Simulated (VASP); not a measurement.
# PtS2: single point with r2SCAN

PtS2:

```
CELL_PARAMETERS angstrom
1.73914 1.00409 5.09587
-1.73914 1.00409 5.09587
0.00000 -2.00819 5.09587
ATOMIC_POSITIONS crystal
Pt 0.99737 0.99737 0.99737
S 0.42560 0.42560 0.42560
S 0.24369 0.24369 0.24369
```

```
Program                : VASP 6.6.1
Task                   : single point
Functional             : r2SCAN
Potentials or basis    : VASP PAW PBE potentials, release 64 (Pt, S)
Cutoff                 : 520 eV
k mesh                 : 6 × 6 × 6
Occupations            : fermi-dirac, width 0.02 eV
Spin                   : no spin polarisation
Dipole correction      : no
Further INCAR settings : ALGO = Normal; EDIFF = 1e-06; NBANDS = 18
```

```json
{
 "Pressure": "1.2 GPa",
 "Largest force": "0.052 eV/Å",
 "Band gap on the k mesh": "zero (band 11 reaches 7.77 eV, above the bottom of band 12 at 7.35 eV)"
}
```

Forces on the atoms (eV/Å):
```
Pt   0.000  0.000 -0.012
S    0.000  0.000 -0.040
S    0.000  0.000  0.052
```

Stress tensor (GPa, compression positive):
```
1.37 0.00 0.00
0.00 1.37 0.00
0.00 0.00 0.87
```

Levels at points of the mesh, in eV from the Fermi level:
| k point | band 7 | band 8 | band 9 | band 10 | band 11 | band 12 | band 13 | band 14 | band 15 | band 16 |
| --- | --- | --- | --- | --- | --- | --- | --- | --- | --- | --- |
| (0.00, 0.00, 0.00) | -5.01 | -3.03 | -0.29 | -0.29 | 0.42 | 0.78 | 0.78 | 3.31 | 6.83 | 8.63 |
| (0.50, 0.00, 0.00) | -4.03 | -3.39 | -2.62 | -2.28 | -1.62 | 0.55 | 1.24 | 3.91 | 5.92 | 7.17 |
| (0.50, 0.50, 0.00) | -4.37 | -3.66 | -2.94 | -2.27 | -2.20 | 0.48 | 1.85 | 4.85 | 7.53 | 7.91 |
| (0.50, 0.50, 0.50) | -4.94 | -3.16 | -2.02 | 0.11 | 0.11 | 0.38 | 0.38 | 3.78 | 7.60 | 7.97 |

Wall time 100 s on 1 thread of Intel(R) Xeon(R) 6975P-C (Granite Rapids), with other jobs on the host, peak memory 0.28 GiB.

Caveat: the PAW data sets were made with another functional, which shifts forces and pressure a little; spin-orbit coupling is left out, which moves the levels of the heavy elements.
